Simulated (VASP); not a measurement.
# SiC (a cell with a defect) in VASP: single point with PBEsol

Aim: the single point of SiC (a cell with a defect) with PBEsol.

All numbers are computed with VASP 6.6.1; they aren't measurements. Logs are shortened: lines on timing, memory, paths and dates and some standing lists are left out, and cuts for length are marked.

## Step 1: The cell of the first run

The cell holds a defect, 62 atoms: a = 8.714 Å, b = 8.714 Å, c = 8.714 Å, α = 90.00°, β = 90.00°, γ = 90.00°.

## Step 2: Single point, PBEsol, collinear spin

The input, INCAR:

```
PREC = Accurate ; ENCUT = 520
EDIFF = 1E-6 ; ISMEAR = -1
SIGMA = 0.05 ; LREAL = Auto
LASPH = True ; NELM = 150
ALGO = Normal ; ISIF = 2
LWAVE = False ; LCHARG = False
ISPIN = 2 ; MAGMOM = 0 0 0 0 0 0 0 0 0 0 0 0 0 0 0.5 0 0 0 0 0 0 0 0.5 0 0 0 0 0 0 0 0.5 0 0 0 0 0 0 0 0 0.5 0 0 0 0 0 0 0 0 0.5 0 0 0 0 0 0 0 0 0 0.5 0 0 0
LORBIT = 11 ; GGA = PS
NELECT = 247.0 ; ISYM = 0
NBANDS = 165
```

The input, KPOINTS:

```
Automatic mesh
0
Gamma
  1 1 1
  0.25 0.25 0.25
```

The input, POSCAR:

```
SiC
1.0
    8.7137060000      0.0000000000      0.0000000000
    0.0000000000      8.7137060000      0.0000000000
    0.0000000000      0.0000000000      8.7137060000
Si C
31 31
Direct
    0.0010940000      0.0003320000      0.0007160000
    0.0001900000      0.9994020000      0.5000910000
    0.0001180000      0.5004120000      0.9999540000
    0.0013600000      0.4996220000      0.5001090000
    0.5011760000      0.9993690000      0.9999800000
    0.5004300000      0.0005700000      0.5001290000
    0.5004950000      0.4997130000      0.0014150000
    0.2506500000      0.2498890000      0.9998900000
    0.2497460000      0.2489530000      0.4965050000
    0.2511600000      0.7505090000      0.0002800000
    0.2504910000      0.7484900000      0.5009540000
    0.7512740000      0.2504210000      0.0002470000
    0.7492850000      0.2497190000      0.5009630000
    0.7512410000      0.7504510000      0.0020650000
    0.7539770000      0.7531180000      0.5024510000
    0.2500860000      0.9989110000      0.2499970000
    0.2512900000      0.9998570000      0.7508720000
    0.2500540000      0.4976110000      0.2500370000
    0.2513410000      0.5022070000      0.7476790000
    0.7514530000      0.9997840000      0.2509380000
    0.7515400000      0.0011640000      0.7511460000
    0.7479400000      0.5008860000      0.2519140000
    0.7540360000      0.5019750000      0.7531830000
    0.9996930000      0.2493160000      0.2499830000
    0.0005970000      0.2505210000      0.7508680000
    0.0005780000      0.7506710000      0.2509150000
    0.0019600000      0.7507730000      0.7511520000
    0.4983930000      0.2492540000      0.2500490000
    0.5030080000      0.2506020000      0.7476910000
    0.5016590000      0.7471610000      0.2519100000
    0.5025360000      0.7533830000      0.7533810000
    0.1258470000      0.1250730000      0.1253060000
    0.1248690000      0.1240840000      0.6250630000
    0.1246440000      0.6245960000      0.1243250000
    0.1249770000      0.6257690000      0.6258570000
    0.6253850000      0.1238720000      0.1243380000
    0.6265580000      0.1241990000      0.6258620000
    0.6260670000      0.6252990000      0.1254580000
    0.3753320000      0.3745470000      0.1244670000
    0.3640400000      0.3632520000      0.6337630000
    0.3761270000      0.8747690000      0.1250680000
    0.3782990000      0.8730040000      0.6244920000
    0.8755410000      0.3753500000      0.1250630000
    0.8738050000      0.3775030000      0.6245010000
    0.8761100000      0.8753350000      0.1260730000
    0.8761290000      0.8753350000      0.6278930000
    0.3751030000      0.1232590000      0.3745610000
    0.3760930000      0.1248350000      0.8752020000
    0.3631520000      0.6341220000      0.3648930000
    0.3787510000      0.6242160000      0.8731790000
    0.8761260000      0.1240330000      0.3759550000
    0.8762010000      0.1257490000      0.8757600000
    0.8736640000      0.6241770000      0.3782770000
    0.8758700000      0.6274310000      0.8756820000
    0.1240790000      0.3743060000      0.3745370000
    0.1255970000      0.3753190000      0.8751910000
    0.1248150000      0.8753320000      0.3759580000
    0.1265440000      0.8754370000      0.8757630000
    0.6348850000      0.3623810000      0.3649170000
    0.6250040000      0.3780150000      0.8731670000
    0.6249770000      0.8728180000      0.3783280000
    0.6282020000      0.8750800000      0.8756750000
```

Potentials or basis: VASP PAW PBE potentials, release 64 (Si, C).

On the command line:

```console
$ cat potpaw_PBE.64/Si/POTCAR potpaw_PBE.64/C/POTCAR > POTCAR
$ mpirun -np 1 vasp_std > vasp.out
```

OUTCAR:

```text
PREC = Accurate
   ENCUT = 520
   EDIFF = 1E-6
   ISMEAR = -1
   LREAL = Auto
   LASPH = True
   NELM = 150
   ISIF = 2
   ISPIN = 2
   LORBIT = 11
   GGA = PS
   NELECT = 247.0
   ISYM = 0

 ion  position               nearest neighbor table
   1  0.001  0.000  0.001-  32 1.88  52 1.89  58 1.89  45 1.89  24 3.07  16 3.07   8 3.08  27 3.08
                            21 3.08  14 3.08  26 3.08  20 3.08  10 3.08  12 3.08  25 3.08  17 3.08
   2  0.000  0.999  0.500-  57 1.88  51 1.88  33 1.88  46 1.89  15 3.03  20 3.07  26 3.07   9 3.08
                            27 3.08  21 3.08  16 3.08  24 3.08  11 3.09  13 3.09  17 3.09  25 3.09
   3  0.000  0.500  1.000-  34 1.88  43 1.89  56 1.89  54 1.89  23 3.04  12 3.07  14 3.07  25 3.07
                            27 3.08  18 3.08   8 3.09  24 3.09  10 3.09  26 3.09  19 3.10  22 3.11
   4  0.001  0.500  0.500-  55 1.88  44 1.88  53 1.88  35 1.89  19 3.07  11 3.07  18 3.07   9 3.08
                            25 3.08  26 3.08  24 3.08  23 3.08  15 3.09  22 3.09  13 3.09  27 3.09
   5  0.501  0.999  1.000-  36 1.88  41 1.89  48 1.89  62 1.89  31 3.04  10 3.07  14 3.07  17 3.07
                            21 3.08  28 3.08   8 3.09  16 3.09  12 3.09  20 3.09  29 3.10  30 3.11
   6  0.500  0.001  0.500-  47 1.88  42 1.88  61 1.88  37 1.89  29 3.07  13 3.07  28 3.07   9 3.08
                            17 3.08  20 3.08  16 3.08  31 3.08  15 3.09  30 3.09  11 3.09  21 3.09
   7  0.500  0.500  0.001-  39 1.88  60 1.88  50 1.88  38 1.89  30 3.07  22 3.07  18 3.08  28 3.08
                             8 3.08  12 3.08  10 3.08  14 3.09  31 3.09  23 3.09  29 3.10  19 3.10
   8  0.251  0.250  1.000-  39 1.88  32 1.89  56 1.89  48 1.89  18 3.07  28 3.07  17 3.07  25 3.08
                             1 3.08   7 3.08   5 3.09  24 3.09   3 3.09  16 3.09  19 3.11  29 3.11
   9  0.250  0.249  0.497-  40 1.85  55 1.88  47 1.88  33 1.90  28 3.05  18 3.05  16 3.06  24 3.06
[... 62 lines left out ...]
  49  0.363  0.634  0.365-  11 1.83  18 1.84  30 1.84
  50  0.379  0.624  0.873-  31 1.88   7 1.88  19 1.89  10 1.92
  51  0.876  0.124  0.376-   2 1.88  20 1.88  24 1.89  13 1.90
  52  0.876  0.126  0.876-  21 1.88  25 1.88  12 1.88   1 1.89
  53  0.874  0.624  0.378-  15 1.88   4 1.88  22 1.89  26 1.92
  54  0.876  0.627  0.876-  23 1.86  27 1.88  14 1.88   3 1.89
  55  0.124  0.374  0.375-   9 1.88   4 1.88  18 1.88  24 1.88
  56  0.126  0.375  0.875-  25 1.88   8 1.89   3 1.89  19 1.91
  57  0.125  0.875  0.376-   2 1.88  26 1.88  16 1.89  11 1.90
  58  0.127  0.875  0.876-  27 1.88  17 1.88  10 1.88   1 1.89
  59  0.635  0.362  0.365-  13 1.83  28 1.84  22 1.84
  60  0.625  0.378  0.873-  23 1.88   7 1.88  29 1.89  12 1.92
  61  0.625  0.873  0.378-  15 1.88   6 1.88  30 1.89  20 1.92
  62  0.628  0.875  0.876-  31 1.86  21 1.88  14 1.88   5 1.89

IMPORTANT INFORMATION: All symmetrisations will be switched off!
NOSYMM: (Re-)initialisation of all symmetry stuff for point group C_1.

----------------------------------------------------------------------------------------

                                     Primitive cell

  volume of cell :     661.6201

  direct lattice vectors                    reciprocal lattice vectors
     8.713706000  0.000000000  0.000000000     0.114761733  0.000000000  0.000000000
     0.000000000  8.713706000  0.000000000     0.000000000  0.114761733  0.000000000
     0.000000000  0.000000000  8.713706000     0.000000000  0.000000000  0.114761733

  length of vectors
     8.713706000  8.713706000  8.713706000     0.114761733  0.114761733  0.114761733

  position of ions in fractional coordinates (direct lattice)
     0.001094000  0.000332000  0.000716000
     0.000190000  0.999402000  0.500091000
     0.000118000  0.500412000  0.999954000
     0.001360000  0.499622000  0.500109000
     0.501176000  0.999369000  0.999980000
     0.500430000  0.000570000  0.500129000
[... 54 lines left out ...]
     0.624977000  0.872818000  0.378328000
     0.628202000  0.875080000  0.875675000

  ion indices of the primitive-cell ions
   primitive index   ion index
                 1           1
                 2           2
                 3           3
                 4           4
                 5           5
                 6           6
[... 54 lines left out ...]
                61          61
                62          62

----------------------------------------------------------------------------------------

 KPOINTS: Automatic mesh

Automatic generation of k-mesh.
 Grid dimensions read from file:
 generate k-points for:    1    1    1

 Generating k-lattice:

  Cartesian coordinates                     Fractional coordinates (reciprocal lattice)
     0.114761733  0.000000000  0.000000000     1.000000000  0.000000000  0.000000000
[... 47 lines left out ...]
   TEBEG  =    0.0;   TEEND  =   0.0 temperature during run
   PSTRESS=    0.0 pullay stress
   NELECT =     247.0000    total number of electrons
   NUPDOWN=      -1.0000    fix difference up-down
   EMIN   =  10.00;   EMAX   =-10.00  energy-range for DOS
   EFERMI =   0.00;   METHOD = LEGACY
   ISMEAR =    -1;   SIGMA  =   0.05  broadening in eV -4-tet -1-fermi 0-gaus
   EFERMI_NEDOS =   21; number of points for ismear=-14 and -15
   IALGO  =     38    algorithm
   IMIX   =      4    mixing-type and parameters
     AMIX     =   0.40;   BMIX     =  1.00
     AMIX_MAG =   1.60;   BMIX_MAG =  1.00
  volume/ion in A,a.u.               =      10.67        72.01
  Fermi-wavevector in a.u.,A,eV,Ry     =   1.178793  2.227596 18.906018  1.389553
  Thomas-Fermi vector in A             =   2.315116
   LORBIT       =     11    0 simple, 1 ext, 2 COOP (PROOUT), +10 PAW based schemes
   GGA     = PS    functional components
   LHFCALC =     F    Hartree Fock is set to
   AEXX    =    0.0000 exact exchange contribution
   IVDW    =     0    specifies the selected vdW correction
   LEPSILON=     F    determine dielectric tensor
   LRPA    =     F    only Hartree local field effects (RPA)
 spin polarized calculation
  energy-cutoff  :      520.00
  volume of cell :      661.62
 maximum number of plane-waves:     17779
 NGX is ok and might be reduce to    70
   NGX = 33   NGY = 33   NGZ = 33

 number of electron     246.9999983 magnetization       0.9438947

 Free energy of the ion-electron system (eV)
  ---------------------------------------------------
  ext. energy  EPLUGINS =         0.00000000
  ---------------------------------------------------
  free energy    TOTEN  =      -493.91401963 eV

  energy without entropy =     -493.88046645  energy(sigma->0) =     -493.89724304

 E-fermi :   8.0892     XC(G=0): -11.3210

 val. band max:        7.9002643404   @ k =  -0.2500  -0.2500   0.2500
 cond. band min:       8.0994442282   @ k =  -0.2500  -0.2500   0.2500
 fundamental gap:      0.1991798878
 Fermi energy:         8.0892394163

 spin component 1

 k-point     1 :       0.2500    0.2500    0.2500
  band No.  band energies     occupation
      1      -7.4064      1.00000
      2      -6.6767      1.00000
      3      -6.6741      1.00000
      4      -6.4665      1.00000
      5      -5.9124      1.00000
      6      -5.9068      1.00000
[... 541 lines left out ...]
    134      11.8147      0.00000
    135      11.9051      0.00000
 Fermi energy:         8.0892394163

 spin component 2

 k-point     1 :       0.2500    0.2500    0.2500
  band No.  band energies     occupation
      1      -7.3950      1.00000
      2      -6.6621      1.00000
      3      -6.6609      1.00000
      4      -6.4567      1.00000
      5      -5.8948      1.00000
      6      -5.8933      1.00000
[... 541 lines left out ...]
    134      11.8274      0.00000
    135      11.9174      0.00000
 [bands above 135 left out]

------------------------ aborting loop because EDIFF is reached ----------------------------------------

  FORCE on cell =-STRESS in cart. coord.  units (eV):
  Direction    XX          YY          ZZ          XY          YZ          ZX
  --------------------------------------------------------------------------------------
  -------------------------------------------------------------------------------------
  Total      -10.8478266    -10.8648645    -11.6120333      3.3470280      4.2940427      4.2801137
  in kB      -26.2690647    -26.3103235    -28.1196652      8.1051530     10.3984410     10.3647106
  external PRESSURE =     -26.8996845 kB  Pullay stress =       0.0000000 kB

 VOLUME and BASIS-vectors are now :
 -----------------------------------------------------------------------------
  energy-cutoff  :      520.00
  volume of cell :      661.62
      direct lattice vectors                 reciprocal lattice vectors
     8.713706000  0.000000000  0.000000000     0.114761733  0.000000000  0.000000000
     0.000000000  8.713706000  0.000000000     0.000000000  0.114761733  0.000000000
     0.000000000  0.000000000  8.713706000     0.000000000  0.000000000  0.114761733

 POSITION                                       TOTAL-FORCE (eV/Angst)
 -----------------------------------------------------------------------------------
      0.00953      0.00289      0.00624         0.043153      0.042696      0.016510
      0.00166      8.70850      4.35765         0.065124      0.067528      0.106822
      0.00103      4.36044      8.71331         0.055746     -0.145996      0.018845
      0.01185      4.35356      4.35780         0.039628      0.032229      0.044699
      4.36710      8.70821      8.71353        -0.145153      0.055879      0.017718
      4.36060      0.00497      4.35798         0.031935      0.037473      0.044760
[... 54 lines left out ...]
      5.44587      7.60548      3.29664         0.029675     -0.044351     -0.007867
      5.47397      7.62519      7.63037         0.015097     -0.042628     -0.035285
 -----------------------------------------------------------------------------------
    total drift:                                0.003510      0.025863      0.002899

  FREE ENERGIE OF THE ION-ELECTRON SYSTEM (eV)
  ---------------------------------------------------
  free  energy   TOTEN  =      -493.9140196327 eV

  energy  without entropy=     -493.8804664529  energy(sigma->0) =     -493.89724304

 total charge

# of ion       s       p       d       tot
------------------------------------------
    1        0.707   0.969   0.000   1.676
    2        0.710   0.972   0.000   1.682
    3        0.710   0.968   0.000   1.678
    4        0.707   0.973   0.000   1.681
    5        0.710   0.968   0.000   1.678
    6        0.707   0.973   0.000   1.681
[... 54 lines left out ...]
   61        0.835   1.679   0.000   2.514
   62        0.836   1.699   0.000   2.535
--------------------------------------------------
tot         47.984  81.949   0.000 129.933

 magnetization (x)

# of ion       s       p       d       tot
------------------------------------------
    1       -0.000   0.000   0.000   0.000
    2        0.001   0.003   0.000   0.004
    3        0.001   0.003   0.000   0.004
    4       -0.000   0.000   0.000   0.000
    5        0.001   0.003   0.000   0.004
    6       -0.000   0.000   0.000   0.000
[... 54 lines left out ...]
   61        0.000   0.001   0.000   0.001
   62        0.000   0.002   0.000   0.002
--------------------------------------------------
tot          0.044   0.414   0.000   0.458
```

It took 83 min on 1 thread of Oxide Virtual Turin-like, shared host; peak memory 1.2 GiB.

What came out:

| Quantity | Value |
| --- | --- |
| Free energy | -493.9140 eV |
| Largest force | 0.258 eV/Å |
| Net moment | 0.94 μB per cell |
| Site moments | Si +0.00, -0.00 (each value once); C -0.00, +0.01, +0.00, +0.09, +0.15 (each value once) μB |
| Valence electrons inside the program's atomic spheres | Si 1.68, 1.69, 1.67, 1.63 (each value once); C 2.53, 2.51, 2.52, 2.54, 2.43, 2.44 (each value once) |

Forces in eV/Å, atoms in the order of the input:
```
Si   0.043  0.043  0.017
Si   0.065  0.068  0.107
Si   0.056 -0.146  0.019
Si   0.040  0.032  0.045
Si  -0.145  0.056  0.018
Si   0.032  0.037  0.045
Si   0.028  0.030 -0.026
Si   0.031  0.029 -0.045
Si   0.161  0.160  0.122
Si   0.089 -0.017  0.021
Si   0.066 -0.006  0.212
Si  -0.014  0.085  0.022
Si  -0.005  0.064  0.211
Si   0.017  0.015  0.047
Si  -0.038 -0.036  0.048
Si   0.089  0.048 -0.001
Si   0.062  0.075 -0.011
Si   0.076 -0.099  0.084
Si   0.091 -0.154  0.030
Si  -0.061  0.007  0.040
Si   0.022  0.071  0.021
Si   0.076  0.004 -0.008
Si  -0.048  0.010 -0.022
Si   0.048  0.087  0.000
Si   0.079  0.060 -0.009
Si   0.007 -0.061  0.042
Si   0.070  0.019  0.023
Si  -0.098  0.078  0.085
Si  -0.155  0.086  0.030
Si   0.006  0.078 -0.006
Si   0.019 -0.053 -0.030
C   -0.052 -0.050 -0.011
C   -0.076 -0.074  0.026
C   -0.021  0.124 -0.002
C   -0.082  0.010 -0.064
C    0.124 -0.025 -0.003
C    0.010 -0.083 -0.063
C   -0.033 -0.027 -0.053
C   -0.040 -0.039 -0.021
C   -0.024 -0.023 -0.078
C   -0.003 -0.072 -0.004
C   -0.010 -0.052  0.007
C   -0.070 -0.003 -0.009
C   -0.061 -0.004  0.007
C   -0.029 -0.033 -0.010
C   -0.045 -0.047 -0.018
C   -0.041 -0.040 -0.069
C    0.061 -0.049 -0.038
C    0.084 -0.125 -0.121
C   -0.013  0.050 -0.021
C   -0.088 -0.011 -0.098
C   -0.044 -0.023 -0.033
C   -0.052  0.030 -0.006
C   -0.046  0.016 -0.041
C   -0.045 -0.036 -0.061
C   -0.050  0.062 -0.032
C   -0.010 -0.087 -0.100
C   -0.030 -0.043 -0.026
C   -0.120  0.080 -0.122
C    0.051 -0.009 -0.024
C    0.030 -0.044 -0.008
C    0.015 -0.043 -0.035
```

Levels at points of the mesh, in eV from the Fermi level:
Spin up:
| k point | band 122 | band 123 | band 124 | band 125 | band 126 | band 127 |
| --- | --- | --- | --- | --- | --- | --- |
| (0.25, 0.25, 0.25) | -0.93 | -0.76 | 0.10 | 0.19 | 1.80 | 1.80 |
Spin down:
```csv
k point,band 121,band 122,band 123,band 124,band 125,band 126
"(0.25, 0.25, 0.25)",-0.90,-0.90,-0.56,0.54,0.58,1.81
```

Caveat: the k points lie up to 0.36 Å⁻¹ apart; the cell carries a net charge on a neutralising background, which shifts energy and pressure; the cell is charged against a uniform background, so pressure and absolute levels hang on convention; the PAW data sets were made with another functional, which shifts forces and pressure a little.
